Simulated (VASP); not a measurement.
A run of VASP 6.6.1:

Contents of INCAR:

```
SYSTEM = AlN
ALGO = Normal
DIPOL = 0.5 0.5 0.500
EDIFF = 1E-6
EDIFFG = -0.03
ENCUT = 520
GGA = PE
IBRION = 2
IDIPOL = 3
ISIF = 2
ISMEAR = 0
LASPH = .True.
LCHARG = .False.
LDIPOL = .True.
LREAL = .False.
LWAVE = .False.
NELM = 100
NSW = 70
PREC = Accurate
SIGMA = 0.05
```

File KPOINTS:

```
k-points
0
Gamma
  9 6 1
  0 0 0
```

The input POSCAR:

```
AlN
1.0
    3.1297683443      0.0000000000      0.0000000000
    0.0000000000      5.0173032419      0.0000000000
    0.0000000000      0.0000000000     17.6139451922
Al N
4 4
Selective dynamics
Direct
    0.0000000000      0.9982714950      0.3974123868  F F F
    0.5000000000      0.4982714950      0.4487061934  F F F
    0.5000000000      0.9982714950      0.5512938066  T T T
    0.0000000000      0.4982714950      0.6025876132  T T T
    0.0000000000      0.6167285050      0.3974123868  F F F
    0.5000000000      0.1167285050      0.4487061934  F F F
    0.5000000000      0.6167285050      0.5512938066  T T T
    0.0000000000      0.1167285050      0.6025876132  T T T
```

Potentials or basis: VASP PAW PBE potentials, release 64 (Al, N).

Launch:

```bash
$ cat potpaw_PBE.64/Al/POTCAR potpaw_PBE.64/N/POTCAR > POTCAR
$ mpirun -np 1 vasp_std > vasp.out
```

Hardware: 1 thread of Oxide Virtual Turin-like Processor (shared host).

Q: How long does it take, and how much memory?

A: Wall time 60 min on 1 thread of Oxide Virtual Turin-like Processor, on a shared host, peak memory 0.39 GiB. Counts: scf iterations 195, k points 20, ion steps 25.
